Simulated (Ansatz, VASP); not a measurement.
One calculation of BeS2, two programs

```
Be S
1.0
    -2.24822    2.24822    2.71473
     2.24822   -2.24822    2.71473
     2.24822    2.24822   -2.71473
Be S
1 2
Direct
  0.00000 0.00000 0.00000
  0.50000 0.00000 0.50000
  0.00000 0.50000 0.50000
```

Alike in both runs: task relaxation of cell and atoms; functional PBE; k mesh 6 × 6 × 6; occupations gaussian, width 0.1 eV; no spin polarisation.

```csv
,VASP,Ansatz
version,VASP 6.6.1,Ansatz 0.2.0
potentials or method,"VASP PAW PBE potentials, release 64 (Be, S), cutoff 600 eV","scalar-relativistic, plane waves, PAW"
valence electrons in the cell,14,14
```

```csv
,VASP,Ansatz,Ansatz less VASP
"gap on the k mesh at the Fermi level, each at its own relaxed structure (eV)",none,none,-
relaxed volume (Å³/atom),16.21,16.21,+0.006
relaxed length of the cell vector where the two differ most in proportion (Å),3.991,3.992,+0.0010
```

A gap of «none» marks a metal or a gap that the smearing closes.
